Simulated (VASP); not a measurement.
The system is KBr.

```
K Br
1.0
     0.00000    3.30244    3.30244
     3.30244    0.00000    3.30244
     3.30244    3.30244    0.00000
K Br
1 1
Direct
  0.00000 0.00000 0.00000
  0.50000 0.50000 0.50000
```

Base run:

* Program: VASP 6.6.1
* Functional: PBE
* Potentials or basis: VASP PAW PBE potentials, release 64 (K_sv, Br)
* Cutoff: 520 eV
* k mesh: 6 × 6 × 6
* Occupations: gaussian, width 0.01 eV
* Spin: no spin polarisation

Its results: band gap on the k mesh 4.43 eV, direct; pressure 0.7 GPa.

The run is repeated on the same cell with these changes: functional from PBE to r2SCAN; further incar settings from ALGO = Normal; EDIFF = 1e-07; NBANDS = 15 to ALGO = Normal; EDIFF = 1e-06; NBANDS = 15. What comes out?

Band gap on the k mesh 5.07 eV, direct; pressure 0.0 GPa.

Caveats: the PAW data sets were made with another functional, which shifts forces and pressure a little (some runs).

